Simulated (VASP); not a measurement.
Ca, 1 atom in the cell. Symmetry: Pm-3m, No. 221, cubic system. The conventional cell has a = 3.414 Å, b = 3.414 Å, c = 3.414 Å, α = 90.00°, β = 90.00°, γ = 90.00°. Within 4.5 Å of Ca (site symmetry m-3m) lie 6 Ca at 3.41 Å. This isn't the form of Ca at room conditions, which is fcc. This cell differs from its parent crystal: strained.

| Item | Value |
| --- | --- |
| Program | VASP 6.6.1 |
| Task | single point |
| Functional | PBEsol |
| Potentials or basis | VASP PAW PBE potentials, release 64 (Ca_sv) |
| Cutoff | 520 eV |
| k mesh | 12 × 12 × 12 |
| Occupations | gaussian, width 0.1 eV |
| Spin | no spin polarisation |
| Dipole correction | no |
| Further INCAR settings | ALGO = Fast; EDIFF = 1e-06; NBANDS = 11 |

Potentials or basis: VASP PAW PBE potentials, release 64 (Ca_sv).

Command:

```sh
$ cat potpaw_PBE.64/Ca_sv/POTCAR > POTCAR
$ mpirun -np 1 vasp_std > vasp.out
```

Hardware: 1 thread of Intel Xeon 8259CL, on a shared host.

**Question.** How long does it take, and how much memory?

**Answer.** Run time: 56 s on 1 thread of Intel Xeon 8259CL, on a shared host, peak memory 0.17 GiB. Counts: scf iterations 13, k points 84.
